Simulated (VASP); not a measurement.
Input of a VASP 6.6.1 run:

File INCAR:

```
SYSTEM = Al2O
  PREC = Accurate
  ENCUT = 1340
  EDIFF = 1E-7
  ISMEAR = 0
  SIGMA = 0.1
  LREAL = .FALSE.
  LASPH = .TRUE.
  NELM = 120
  ALGO = Normal
  ISIF = 3
  LWAVE = .FALSE.
  LCHARG = .FALSE.
  GGA = PE
  IBRION = 2
  NSW = 90
  EDIFFG = -0.04
  GGA_COMPAT = .FALSE.
  NELMIN = 4
```

File KPOINTS:

```
Automatic mesh
0
G
  4 4 4
  0 0 0
```

POSCAR

```
Al2O
1.0
    4.6023649400      0.0000000000      0.0000000000
    0.0000000000      4.6023649400      0.0000000000
    0.0000000000      0.0000000000      4.0957908400
Al O
4 2
Direct
    0.0000000000      0.0000000000      0.2500000000
    0.0000000000      0.0000000000      0.7500000000
    0.0000000000      0.5000000000      0.5000000000
    0.5000000000      0.0000000000      0.0000000000
    0.5000000000      0.5000000000      0.0000000000
    0.5000000000      0.5000000000      0.5000000000
```

Potentials or basis: VASP PAW PBE potentials, release 64 (Al, O_h).

Launch:

```bash
$ cat potpaw_PBE.64/Al/POTCAR potpaw_PBE.64/O_h/POTCAR > POTCAR
$ mpirun -np 1 vasp_std > vasp.out
```

Problem. Estimate the space group after relaxing (to 0.1 Å).

Solution. P4_2/mmc (No. 131).

Problem. Estimate the band gap on the k mesh.

Solution. Zero (bands 12 and 13 overlap by 3.54 eV).

Problem. What does it give for the relaxed cell?

Solution. a = 3.648 Å, b = 3.648 Å, c = 7.180 Å, α = 90.00°, β = 90.00°, γ = 90.00°.

The path:
```tsv
step	energy change (eV)	largest force (eV/Å)	pressure (GPa)	volume (Å³)
1	0.0000	0.0000	15.91	86.76
2	-2.3192	0.0000	-4.19	104.91
3	-2.3764	0.0000	-5.66	107.63
4	-2.3977	0.0000	-7.91	113.10
5	-3.4612	0.0000	-2.36	102.51
6	-1.8136	0.0000	59.63	69.62
7	-4.2495	0.0000	6.72	91.87
8	-4.3135	0.0000	14.87	85.93
9	-4.6481	0.0000	15.35	85.55
10	-4.9940	0.0000	19.12	83.12
11	-5.4753	0.0000	8.08	89.00
12	-5.5746	0.0000	-0.05	94.56
13	-5.5788	0.0000	1.25	93.58
14	-5.6003	0.0000	1.09	93.83
15	-5.6390	0.0000	0.75	94.54
16	-5.6167	0.0000	0.40	95.80
17	-5.6455	0.0000	0.62	94.96
18	-5.6456	0.0000	0.61	94.99
19	-5.6466	0.0000	-0.05	95.55
```

Caveat: the k points lie up to 0.43 Å⁻¹ apart in the final cell, too coarse for converged energies and pressures of a metal; a cell axis changed by over 15 % at a fixed basis, so the end point is rough.
